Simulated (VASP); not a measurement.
# Ir (C2/m) in VASP: single point with PBEsol

Aim: the single point of Ir with PBEsol.

Program: VASP 6.6.1. These are calculated values, not measurements. Logs are shortened: lines on timing, memory, paths and dates and some standing lists are left out, and cuts for length are marked.

## Step 1: The cell of the first run

Symmetry: C2/m, No. 12, monoclinic system. Conventional cell: a = 4.644 Å, b = 2.870 Å, c = 2.933 Å, α = 90.00°, β = 126.06°, γ = 90.00°. Ir (site symmetry 2/m) has 12 Ir at 2.73 to 2.93 Å within 3.6 Å.

## Step 2: Single point, PBEsol (strained)

The input, INCAR:

```
SYSTEM = Ir
ALGO = Fast
EDIFF = 1E-7
ENCUT = 520
GGA = PS
ISIF = 2
ISMEAR = 0
LASPH = .TRUE.
LCHARG = .FALSE.
LREAL = .FALSE.
LWAVE = .FALSE.
NBANDS = 10
NELM = 80
PREC = Accurate
SIGMA = 0.1
```

The input, KPOINTS:

```
k-points
0
G
  16 16 16
  0 0 0
```

The input, POSCAR:

```
Ir
1.0
   -0.0150504480      1.8417793770      2.0145523770
    2.0736023490     -0.0741004200      2.0736023490
    2.0145523770      1.8417793770     -0.0150504480
Ir
1
Direct
    0.0000000000      0.0000000000      0.0000000000
```

Potentials or basis: VASP PAW PBE potentials, release 64 (Ir).

On the command line:

```console
$ cat potpaw_PBE.64/Ir/POTCAR > POTCAR
$ mpirun -np 1 vasp_std > vasp.out
```

OUTCAR:

```text
SYSTEM = Ir
   EDIFF = 1E-7
   ENCUT = 520
   GGA = PS
   ISIF = 2
   ISMEAR = 0
   LASPH = .TRUE.
   LREAL = .FALSE.
   NELM = 80
   PREC = Accurate

 ion  position               nearest neighbor table
   1  0.000  0.000  0.000-

  LATTYP: Found a base centered monoclinic cell.
 ALAT       =     4.6437722836
 B/A-ratio  =     0.6180948733
 C/A-ratio  =     0.6316960525
 COS(beta)  =    -0.5886963875

  Lattice vectors:

 A1 = (  -2.0145523770,  -1.8417793770,   0.0150504480)
 A2 = (   0.0150504480,  -1.8417793770,  -2.0145523770)
 A3 = (   2.0736023490,  -0.0741004200,   2.0736023490)

Analysis of symmetry for initial positions (statically):
=====================================================================
 Subroutine PRICEL returns:
 Original cell was already a primitive cell.

 Routine SETGRP: Setting up the symmetry group for a
 base centered monoclinic supercell.

 Subroutine GETGRP returns: Found  4 space group operations
 (whereof  4 operations were pure point group operations)
 out of a pool of  4 trial point group operations.

The static configuration has the point symmetry C_2h.

Analysis of symmetry for dynamics (positions and initial velocities):
=====================================================================
 Subroutine PRICEL returns:
 Original cell was already a primitive cell.

 Routine SETGRP: Setting up the symmetry group for a
 base centered monoclinic supercell.

 Subroutine GETGRP returns: Found  4 space group operations
 (whereof  4 operations were pure point group operations)
 out of a pool of  4 trial point group operations.

The dynamic configuration has the point symmetry C_2h.

 Subroutine INISYM returns: Found  4 space group operations
 (whereof  4 operations are pure point group operations),
 and found     1 'primitive' translations

----------------------------------------------------------------------------------------

                                     Primitive cell

  volume of cell :      15.8033

  direct lattice vectors                    reciprocal lattice vectors
    -0.015050448  1.841779377  2.014552377    -0.241595295  0.266310791  0.251111942
     2.073602349 -0.074100420  2.073602349     0.236537986 -0.256794144  0.236537986
     2.014552377  1.841779377 -0.015050448     0.251111942  0.266310791 -0.241595295

  length of vectors
     2.729615187  2.933452620  2.729615187     0.438573747  0.421715153  0.438573747

  position of ions in fractional coordinates (direct lattice)
     0.000000000  0.000000000  0.000000000

  ion indices of the primitive-cell ions
   primitive index   ion index
                 1           1

----------------------------------------------------------------------------------------

 KPOINTS: k-points

Automatic generation of k-mesh.
 Grid dimensions read from file:
 generate k-points for:   16   16   16

 Generating k-lattice:

  Cartesian coordinates                     Fractional coordinates (reciprocal lattice)
    -0.015099706  0.016644424  0.015694496     0.062500000 -0.000000000 -0.000000000
     0.014783624 -0.016049634  0.014783624     0.000000000  0.062500000 -0.000000000
     0.015694496  0.016644424 -0.015099706    -0.000000000 -0.000000000  0.062500000

  Length of vectors
     0.027410859  0.026357197  0.027410859

  Shift w.r.t. Gamma in fractional coordinates (k-lattice)
     0.000000000  0.000000000  0.000000000

 Subroutine IBZKPT returns following result:
 ===========================================

 Found   1098 irreducible k-points:

 Following reciprocal coordinates:
            Coordinates               Weight
  0.000000  0.000000  0.000000      1.000000
  0.062500  0.000000 -0.000000      4.000000
  0.125000  0.000000 -0.000000      4.000000
  0.187500 -0.000000 -0.000000      4.000000
  0.250000  0.000000 -0.000000      4.000000
  0.312500  0.000000 -0.000000      4.000000
[... 16 lines left out ...]
 -0.187500  0.062500 -0.000000      4.000000
 -0.125000  0.062500 -0.000000      4.000000
 [... further k-points ...]
   k-points           NKPTS =   1098   k-points in BZ     NKDIM =   1098   number of bands    NBANDS=     10
   number of dos      NEDOS =    301   number of ions     NIONS =      1
   total plane-waves  NPLWV =   9600
   dimension x,y,z NGX =    20 NGY =   24 NGZ =   20
   dimension x,y,z NGXF=    40 NGYF=   48 NGZF=   40
   ions per type =               1
   NGX,Y,Z   is equivalent  to a cutoff of  12.18, 13.60, 12.18 a.u.
   NGXF,Y,Z  is equivalent  to a cutoff of  24.36, 27.20, 24.36 a.u.
 SYSTEM =  Ir
   PREC   = accura    normal or accurate (medium, high low for compatibility)
   ISTART =      0    job   : 0-new  1-cont  2-samecut
   ICHARG =      2    charge: 1-file 2-atom 10-const
   ISPIN  =      1    spin polarized calculation?
   LNONCOLLINEAR =      F non collinear calculations
   LSORBIT =      F    spin-orbit coupling
   LASPH  =      T    aspherical Exc in radial PAW
   ENCUT  =  520.0 eV  38.22 Ry    6.18 a.u.   5.08  5.45  5.08*2*pi/ulx,y,z
   NELM   =     80;   NELMIN=  2; NELMDL= -5     # of ELM steps
   EDIFF  = 0.1E-06   stopping-criterion for ELM
   LREAL  =      F    real-space projection
   EDIFFG = 0.1E-05   stopping-criterion for IOM
   NSW    =      0    number of steps for IOM
   IBRION =     -1    ionic relax: 0-MD 1-quasi-New 2-CG
   NFREE  =      0    steps in history (QN), initial steepest desc. (CG)
   ISIF   =      2    stress and relaxation
   ISYM   =      2    0-nonsym 1-usesym 2-fastsym
   POTIM  = 0.5000    time-step for ionic-motion
   TEBEG  =    0.0;   TEEND  =   0.0 temperature during run
   PSTRESS=    0.0 pullay stress
   NELECT =       9.0000    total number of electrons
   NUPDOWN=      -1.0000    fix difference up-down
   EMIN   =  10.00;   EMAX   =-10.00  energy-range for DOS
   EFERMI =   0.00;   METHOD = LEGACY
   ISMEAR =     0;   SIGMA  =   0.10  broadening in eV -4-tet -1-fermi 0-gaus
   EFERMI_NEDOS =   21; number of points for ismear=-14 and -15
   IALGO  =     68    algorithm
   IMIX   =      4    mixing-type and parameters
     AMIX     =   0.40;   BMIX     =  1.00
     AMIX_MAG =   1.60;   BMIX_MAG =  1.00
  volume/ion in A,a.u.               =      15.80       106.65
  Fermi-wavevector in a.u.,A,eV,Ry     =   1.356979  2.564318 25.053654  1.841392
  Thomas-Fermi vector in A             =   2.483936
   LORBIT       =      0    0 simple, 1 ext, 2 COOP (PROOUT), +10 PAW based schemes
   GGA     = PS    functional components
   LHFCALC =     F    Hartree Fock is set to
   AEXX    =    0.0000 exact exchange contribution
   IVDW    =     0    specifies the selected vdW correction
   LEPSILON=     F    determine dielectric tensor
   LRPA    =     F    only Hartree local field effects (RPA)
 non-spin polarized calculation
 RMM-DIIS sequential band-by-band and
 Gauss-broadening in eV      SIGMA  =   0.10
  energy-cutoff  :      520.00
  volume of cell :       15.80
 maximum number of plane-waves:       444
   NGX = 11   NGY = 11   NGZ = 11

 number of electron       9.0000000 magnetization

 Free energy of the ion-electron system (eV)
  ---------------------------------------------------
  ext. energy  EPLUGINS =         0.00000000
  ---------------------------------------------------
  free energy    TOTEN  =        -9.52131605 eV

  energy without entropy =       -9.51429996  energy(sigma->0) =       -9.51780800

 E-fermi :   8.3881     XC(G=0): -13.4536

 val. band max:        8.3864309503   @ k =   0.2500   0.3125   0.1250
 cond. band min:       8.3885839200   @ k =   0.0625   0.3125   0.0625
 fundamental gap:      0.0021529697
 Fermi energy:         8.3881076862

 k-point     1 :       0.0000    0.0000    0.0000
  band No.  band energies     occupation
      1      -1.6074      2.00000
      2       4.6406      2.00000
      3       4.9247      2.00000
      4       5.9006      2.00000
      5       6.8346      2.00000
      6       7.9806      2.00000
      7      22.9584      0.00000
      8      26.6180      0.00000
      9      27.3935      0.00000
     10      29.7837      0.00000

 k-point     2 :       0.0625    0.0000   -0.0000
  band No.  band energies     occupation
      1      -1.4489      2.00000
      2       4.7033      2.00000
      3       4.9065      2.00000
      4       5.9131      2.00000
      5       6.8078      2.00000
      6       7.9185      2.00000
      7      23.2156      0.00000
      8      26.7241      0.00000
      9      27.0605      0.00000
     10      29.4669      0.00000

 k-point     3 :       0.1250    0.0000   -0.0000
  band No.  band energies     occupation
      1      -0.9914      2.00000
      2       4.8192      2.00000
      3       4.8488      2.00000
      4       5.9999      2.00000
      5       6.7807      2.00000
      6       7.7700      2.00000
      7      23.8858      0.00000
      8      25.4643      0.00000
      9      27.6301      0.00000
     10      29.7524      0.00000

 k-point     4 :       0.1875   -0.0000   -0.0000
  band No.  band energies     occupation
      1      -0.3003      2.00000
      2       4.6892      2.00000
      3       4.9475      2.00000
      4       6.1607      2.00000
      5       6.9104      2.00000
      6       7.6511      2.00000
      7      23.6875      0.00000
      8      24.6424      0.00000
      9      28.6849      0.00000
     10      30.5644      0.00000
[... 222 lines left out ...]
 k-point    22 :      -0.2500    0.0625    0.0000
  band No.  band energies     occupation
      1       0.8335      2.00000
      2       4.6030      2.00000
      3       4.8589      2.00000
      4       6.2872      2.00000
      5       7.5221      2.00000
      6       8.0184      2.00000
      7      21.0470      0.00000
      8      24.3577      0.00000
      9      28.1567      0.00000
     10      30.6604      0.00000

 k-point    23 :      -0.1875    0.0625   -0.0000
  band No.  band energies     occupation
      1       0.0784      2.00000
      2       4.5105      2.00000
      3       4.9670      2.00000
      4       6.2371      2.00000
      5       7.1744      2.00000
      6       7.6754      2.00000
      7      22.9456      0.00000
      8      24.6963      0.00000
      9      28.1197      0.00000
     10      30.8605      0.00000

 k-point    24 :      -0.1250    0.0625   -0.0000
  band No.  band energies     occupation
      1      -0.6638      2.00000
      2       4.5850      2.00000
      3       5.0041      2.00000
      4       6.0403      2.00000
      5       6.9774      2.00000
      6       7.6959      2.00000
      7      24.0617      0.00000
      8      24.7644      0.00000
      9      27.4501      0.00000
     10      30.5041      0.00000

 [... further k-points ...]
[... 5 lines left out ...]
  --------------------------------------------------------------------------------------
  -------------------------------------------------------------------------------------
  Total       -3.7589470     -1.5964922     -3.7589470      0.6855799      0.6855802     -0.1923651
  in kB     -381.0912825   -161.8563019   -381.0912825     69.5057710     69.5058029    -19.5024415
  external PRESSURE =    -308.0129556 kB  Pullay stress =       0.0000000 kB

 VOLUME and BASIS-vectors are now :
 -----------------------------------------------------------------------------
  energy-cutoff  :      520.00
  volume of cell :       15.80
      direct lattice vectors                 reciprocal lattice vectors
    -0.015050448  1.841779377  2.014552377    -0.241595295  0.266310791  0.251111942
     2.073602349 -0.074100420  2.073602349     0.236537986 -0.256794144  0.236537986
     2.014552377  1.841779377 -0.015050448     0.251111942  0.266310791 -0.241595295

 POSITION                                       TOTAL-FORCE (eV/Angst)
 -----------------------------------------------------------------------------------
      0.00000      0.00000      0.00000         0.000000      0.000000      0.000000
 -----------------------------------------------------------------------------------
    total drift:                               -0.000000      0.000000     -0.000000

  FREE ENERGIE OF THE ION-ELECTRON SYSTEM (eV)
  ---------------------------------------------------
  free  energy   TOTEN  =        -9.5213160453 eV

  energy  without entropy=       -9.5142999554  energy(sigma->0) =       -9.51780800
```

Wall time 3.2 min (1 thread of Intel Xeon 6975P-C, shared host); peak memory 0.3 GiB.

Results:

```
Free energy : -9.5213 eV
Pressure    : -30.8 GPa
```

Caveat: the cell differs from its parent crystal (strained); the PAW data sets were made with another functional, which shifts forces and pressure a little; spin-orbit coupling is left out, which moves the levels of the heavy elements.
